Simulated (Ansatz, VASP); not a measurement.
## Sb in VASP and in Ansatz

```
Sb
1.0
    -3.97554    3.97554    1.99811
     3.97554   -3.97554    1.99811
     3.97554    3.97554   -1.99811
Sb
4
Direct
  0.65126 0.15126 0.80253
  0.15126 0.34874 0.50000
  0.34874 0.84874 0.19747
  0.84874 0.65126 0.50000
```

Alike in both runs: task single point; functional r2SCAN; k mesh 7 × 7 × 7; occupations fermi-dirac, width 0.05 eV; no spin polarisation.

|  | VASP | Ansatz |
| --- | --- | --- |
| version | VASP 6.6.1 | Ansatz 0.2.0 |
| potentials or method | VASP PAW PBE potentials, release 64 (Sb) | Ansatz PAW |
| plane-wave cutoff (eV) | 520 | 500 |
| valence electrons in the cell | 20 | 60 |

|  | VASP | Ansatz | Ansatz less VASP |
| --- | --- | --- | --- |
| gap on the k mesh at the Fermi level (eV) | none | none | - |
| pressure (GPa) | 3.1 | 3.1 | -0.03 |
| traceless stress, the component that is largest in VASP (GPa) | 0.76 | 0.73 | -0.026 |
| rms of the force components (eV/Å) | 0.070 | 0.077 | +0.0067 |

VASP's potentials were made for PBE, not for r2SCAN. Atom by atom the forces differ by 0.007 eV/Å (rms over components). A gap of «none» marks a metal or a gap that the smearing closes. The functional is the same, so the differences come from potentials, cutoffs and numerics. VASP's potentials hold 20 valence electrons a cell and Ansatz's 60, so a difference there can come from the potentials and not from the codes.

Spin-orbit coupling is off throughout.
